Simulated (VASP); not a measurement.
A run of VASP 6.6.1:

The input INCAR:

```
PREC = Accurate
ENCUT = 520
EDIFF = 1E-6
ISMEAR = 0
SIGMA = 0.1
LREAL = F
LASPH = T
NELM = 80
ALGO = Normal
ISIF = 2
LWAVE = F
LCHARG = T
GGA = PE
LELF = T
LVHAR = T
NBANDS = 48
```

File KPOINTS:

```
regular mesh
0
Gamma
  4 4 4
```

The input POSCAR:

```
TiSn2O6
1.0
    0.0000000000      3.1358302000      0.0000000000
   -0.2312449000      0.0000000000      4.8219249000
    7.4693077000     -1.5679151000      0.0000000000
Ti Sn O
1 2 6
Direct
    1.0000000000      0.5000000000      1.0000000000
    0.3444590000      0.9750900000      0.6889180000
    0.6555410000      0.0249100000      0.3110820000
    0.4411470000      0.6742890000      0.8822940000
    0.7739520000      0.7850730000      0.5479040000
    0.0927090000      0.8062270000      0.1854180000
    0.9072910000      0.1937730000      0.8145820000
    0.2260480000      0.2149270000      0.4520960000
    0.5588530000      0.3257110000      0.1177060000
```

Potentials or basis: VASP PAW PBE potentials, release 64 (Ti_sv, Sn_d, O).

Run with:

```bash
$ cat potpaw_PBE.64/Ti_sv/POTCAR potpaw_PBE.64/Sn_d/POTCAR potpaw_PBE.64/O/POTCAR > POTCAR
$ mpirun -np 1 vasp_std > vasp.out
```

Hardware: 1 thread of Oxide Virtual Turin-like Processor (shared host).

Problem. How long does it take, and how much memory?

Solution. Wall time 2 min on 1 thread of Oxide Virtual Turin-like Processor, on a shared host, peak memory 0.24 GiB. Counts: scf iterations 17, k points 24.
